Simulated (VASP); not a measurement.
# Si2Ge2Ir: single point with PBE

Crystal: Si2Ge2Ir.

```
CELL_PARAMETERS angstrom
3.79487 0.00000 0.00000
-1.89744 3.28646 0.00000
0.00000 0.00000 9.60416
ATOMIC_POSITIONS crystal
Si 0.66667 0.33333 0.50000
Si 0.33333 0.66667 0.50000
Ge 0.33333 0.66667 0.24087
Ge 0.33333 0.66667 0.75913
Ir 0.33333 0.66667 0.00000
```

The cell was built from a structure type or drawn by symmetry, and may not be a known phase.

- Program: VASP 6.6.1
- Task: single point
- Functional: PBE
- Potentials or basis: VASP PAW PBE potentials, release 64 (Si, Ge_d, Ir)
- Cutoff: 500 eV
- k mesh: 6 × 6 × 2
- Occupations: gaussian, width 0.2 eV
- Spin: no spin polarisation

The pressure is 0.5 GPa and the largest force is 0.067 eV/Å. The band gap on the k mesh is zero (an odd number of electrons rules out a gap without spin polarisation).

Forces in eV/Å, atoms in the order of the input:
```
Si   0.000  0.000  0.000
Si   0.000  0.000  0.000
Ge   0.000  0.000  0.067
Ge   0.000  0.000 -0.067
Ir   0.000  0.000  0.000
```

Stress tensor (GPa, compression positive):
```
0.32 0.00 0.00
0.00 0.32 0.00
0.00 0.00 0.70
```

Levels at points of the mesh, in eV from the Fermi level:
```csv
k point,band 20,band 21,band 22,band 23,band 24,band 25
"(0.00, 0.00, 0.00)",-1.68,-0.86,-0.86,0.96,1.77,1.77
"(0.50, 0.00, 0.00)",-1.85,-1.64,-1.53,-0.03,0.02,0.97
"(0.00, 0.00, 0.50)",-0.86,-0.86,-0.80,0.90,1.64,1.86
"(0.50, 0.00, 0.50)",-1.71,-0.52,-0.03,0.29,0.44,0.53
```

Wall time 99 s on 1 thread of Intel Xeon 8259CL, on a shared host, peak memory 0.24 GiB.

Caveat: spin-orbit coupling is left out, which moves the levels of the heavy elements.
